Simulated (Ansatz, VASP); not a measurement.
## Mo in VASP and in Ansatz

File INCAR:

```
SYSTEM = Mo
PREC = Accurate ; ENCUT = 520
EDIFF = 1E-6 ; ISMEAR = 0
SIGMA = 0.15 ; LREAL = .FALSE.
LASPH = .TRUE. ; NELM = 60
ALGO = Normal ; ISIF = 2
LWAVE = .FALSE. ; LCHARG = .FALSE.
GGA = PE ; NBANDS = 13
```

File KPOINTS:

```
Automatic mesh
0
G
  22 22 22
  0 0 0
```

The input POSCAR:

```
Mo
1.0
   -1.6603874839      1.6603874839      1.6603874839
    1.6603874839     -1.6603874839      1.6603874839
    1.6603874839      1.6603874839     -1.6603874839
Mo
1
Direct
    0.0000000000      0.0000000000      0.0000000000
```

Input for Ansatz:

```yaml
crystal:
  lattice:
    - [-1.6603874839, 1.6603874839, 1.6603874839]
    - [1.6603874839, -1.6603874839, 1.6603874839]
    - [1.6603874839, 1.6603874839, -1.6603874839]
  atoms:
    - { symbol: Mo, position: [0.0, 0.0, 0.0] }
basis:
  ecutwfc: 420
kpoints:
  mp_grid: { grid: [22, 22, 22] }
hamiltonian:
  xc: pbe
  pseudopotentials: { kind: paw, azcp: { folder: soft_1 } }
scf:
  occupations: { method: gaussian, width: 0.15 }
output:
  forces: true
  stress: true
  eigenvalues: true
```

Alike in both runs: task single point; functional PBE; k mesh 22 × 22 × 22; occupations gaussian, width 0.15 eV; no spin polarisation.

|  | VASP | Ansatz |
| --- | --- | --- |
| version | VASP 6.6.1 | Ansatz 0.2.0 |
| potentials or method | VASP PAW PBE potentials, release 64 (Mo_sv), cutoff 520 eV | scalar-relativistic, plane waves, PAW |
| valence electrons in the cell | 14 | 14 |

|  | VASP | Ansatz | Ansatz less VASP |
| --- | --- | --- | --- |
| gap on the k mesh at the Fermi level (eV) | none | none | - |
| pressure (GPa) | -27.6 | -27.9 | -0.28 |

A gap of «none» marks a metal or a gap that the smearing closes. With one functional, cell and mesh, what is left measures potentials, basis and numerics.
